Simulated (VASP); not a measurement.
A run of VASP 6.6.1:

POSCAR

```
MgO
1.0
    2.5883923063      0.0000000000      0.0000000000
    0.0000000000      2.5883923063      0.0000000000
    0.0000000000      0.0000000000      2.5883923063
Mg O
1 1
Direct
    0.0000000000      0.0000000000      0.0000000000
    0.5000000000      0.5000000000      0.5000000000
```

File INCAR.step1:

```
SYSTEM = MgO
  PREC = Accurate
  ENCUT = 520
  ISMEAR = 0
  SIGMA = 0.05
  LREAL = .FALSE.
  LASPH = .TRUE.
  NELM = 80
  NBANDS = 11
  GGA = PE
  ALGO = Normal
  EDIFF = 1E-4
  LWAVE = .TRUE.
  LCHARG = .FALSE.
```

The input INCAR.step2:

```
SYSTEM = MgO
  PREC = Accurate
  ENCUT = 520
  EDIFF = 1E-6
  ISMEAR = 0
  SIGMA = 0.05
  LREAL = .FALSE.
  LASPH = .TRUE.
  NELM = 80
  ALGO = Normal
  ISIF = 2
  LWAVE = .FALSE.
  LCHARG = .FALSE.
  METAGGA = R2SCAN
  LMIXTAU = .TRUE.
  NBANDS = 11
  ISTART = 1
```

Contents of KPOINTS:

```
Automatic mesh
0
G
  10 10 10
  0 0 0
```

Potentials or basis: VASP PAW PBE potentials, release 64 (Mg, O).

Launch:

```bash
$ cat potpaw_PBE.64/Mg/POTCAR potpaw_PBE.64/O/POTCAR > POTCAR
$ cp INCAR.step1 INCAR
$ mpirun -np 1 vasp_std > vasp.out
$ cp INCAR.step2 INCAR
$ mpirun -np 1 vasp_std > vasp.out
```

Hardware: 1 thread of Intel(R) Xeon(R) 6975P-C (Granite Rapids), with other jobs on the host.

Question: Estimate the wall time of this run.

Answer: It took 24 s on 1 thread of Intel(R) Xeon(R) 6975P-C (Granite Rapids) (shared host), peak memory 0.13 GiB. Counts: k points 56.
